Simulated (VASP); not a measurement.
Runs of VASP 6.6.1 on La4TaO. The structure is that of space group F-43m (No. 216), or close to it. The cells are those of the table. 

```tsv
task	spin	cell	k mesh	cutoff (eV)	gap on the mesh (eV)	pressure (GPa)	moment (μB)	largest force (eV/Å)
single point	off	a = 5.755 Å, angles 60.0°, 6 atoms	4 × 4 × 4	520	none	14.9	-	-
single point	off	a = 6.201 Å, angles 60.0°, 6 atoms	8 × 8 × 8	520	none	0.0	-	0.01
single point	off	a = 6.212 Å, angles 60.0°, 6 atoms	4 × 4 × 4	520	none	0.0	-	0.01
relaxation of cell and atoms	off	relaxed from a = 5.755 Å, angles 60.0°, 6 atoms	4 × 4 × 4	600	none	0.0	-	-
single point	collinear, ferromagnetic start	a = 6.212 Å, angles 60.0°, 6 atoms	4 × 4 × 4	520	none	0.1	(a)	0.01
single point	collinear, ferromagnetic start	a = 5.755 Å, angles 60.0°, 6 atoms	4 × 4 × 4	520	none	14.9	0.00	-
```

Alike in all rows: level PBE; potentials or basis VASP PAW PBE potentials, release 64 (La, Ta_pv, O); smearing gaussian 0.1 eV.

**Question.** Fill in the values left out.

**Answer.** (a) 0.01.

Caveats: spin-orbit coupling is left out, which moves the levels of the heavy elements; an odd number of electrons without spin polarisation forces a metal (some runs); a magnetic or distorted state may lie lower (some runs).

A k mesh can miss the band edges, and the runs leave out spin-orbit coupling on La, Ta.

A gap of «none» marks levels without a gap at the run's occupations.
